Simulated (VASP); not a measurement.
Write the native input for VASP 6.6.1 that does the following.

```
Task                   : single point
Functional             : PBE
Potentials or basis    : VASP PAW PBE potentials, release 64 (Cu, O)
Cutoff                 : 520 eV
k mesh                 : 8 × 8 × 6
Occupations            : fermi-dirac, width 0.05 eV
Spin                   : no spin polarisation
Dipole correction      : no
Further INCAR settings : ALGO = Normal; EDIFF = 1e-06; NBANDS = 25
```

The structure of CuO lies in POSCAR:

```
CuO
1.0
    3.2172831276      0.0000000000      0.0000000000
    0.0000000000      3.2172831276      0.0000000000
    0.0000000000      0.0000000000      4.7107169375
Cu O
2 2
Direct
    0.0000000000      0.0000000000      0.0000000000
    0.5000000000      0.5000000000      0.0000000000
    0.5000000000      0.0000000000      0.2670000000
    0.0000000000      0.5000000000      0.7330000000
```

These files were run (other wordings do the same):

INCAR

```
ALGO = Normal
EDIFF = 1E-6
ENCUT = 520
GGA = PE
ISIF = 2
ISMEAR = -1
LASPH = True
LCHARG = False
LREAL = False
LWAVE = False
NBANDS = 25
NELM = 100
PREC = Accurate
SIGMA = 0.05
```

KPOINTS

```
k-points
0
Gamma
  8 8 6
```

Potentials or basis: VASP PAW PBE potentials, release 64 (Cu, O).

Launch:

```console
$ cat potpaw_PBE.64/Cu/POTCAR potpaw_PBE.64/O/POTCAR > POTCAR
$ mpirun -np 1 vasp_std > vasp.out
```

Results of the run:

* Pressure: 10.8 GPa
* Largest force: 1.265 eV/Å
* Band gap on the k mesh: zero (band 17 reaches 3.09 eV, above the bottom of band 18 at 2.27 eV)

Caveat: semilocal functionals often make such compounds metallic where correlation or magnetic order opens a gap, which also shifts bond lengths; forces of over 1 eV/Å act on the atoms, so gaps and moduli don't describe the material at rest.

It took 24 s on 1 thread of Intel(R) Xeon(R) 6975P-C (Granite Rapids), on a shared host, peak memory 0.19 GiB.
